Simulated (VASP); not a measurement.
Crystal: Sb.

```
Sb
1.0
     2.19645    1.26812    3.83170
    -2.19645    1.26812    3.83170
     0.00000   -2.53624    3.83170
Sb
2
Direct
  0.76651 0.76651 0.76651
  0.23349 0.23349 0.23349
```

Base run:

- Program: VASP 6.6.1
- Functional: r2SCAN
- Potentials or basis: VASP PAW PBE potentials, release 64 (Sb)
- Cutoff: 520 eV
- k mesh: 8 × 8 × 8
- Occupations: fermi-dirac, width 0.05 eV
- Spin: no spin polarisation

Its results: band gap on the k mesh zero (band 5 reaches 6.61 eV, above the bottom of band 6 at 6.43 eV); pressure -1.5 GPa; largest force 0.260 eV/Å.

Q: The run is repeated on the same cell with these changes: functional from r2SCAN to PBE exchange alone. What comes out?

A: Band gap on the k mesh zero (band 5 reaches 8.13 eV, above the bottom of band 6 at 7.92 eV); pressure 8.4 GPa; largest force 0.064 eV/Å.

Caveats: spin-orbit coupling is left out, which moves the levels of the heavy elements; the PAW data sets were made with another functional, which shifts forces and pressure a little (some runs).
